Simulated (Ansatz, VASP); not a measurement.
# One calculation of LiF, two programs

```xyz
2
Lattice="2.6619 0.0000 0.0000 0.0000 2.6619 0.0000 0.0000 0.0000 2.6619" Properties=species:S:1:pos:R:3 pbc="T T T"
Li    0.0000    0.0000    0.0000
F     1.3310    1.3310    1.3310
```

Change from the starting cell: strain +0.040 along x and y, +0.040 along z, atoms carried along.

Alike in both runs: task single point; functional PBE; k mesh 10 × 10 × 10; occupations gaussian, width 0.05 eV; no spin polarisation.

```csv
,VASP,Ansatz
version,VASP 6.6.1,Ansatz 0.2.0
potentials or method,"VASP PAW PBE potentials, release 64 (Li_sv, F), cutoff 520 eV","scalar-relativistic, plane waves, PAW"
valence electrons in the cell,10,10
```

```csv
,VASP,Ansatz,Ansatz less VASP
gap on the k mesh at the Fermi level (eV),6.63,6.62,-0.005
least direct gap on the mesh (eV),7.19,7.18,-0.007
```

Noted on VASP's run: the cutoff is short for stress, so the pressure is rough.
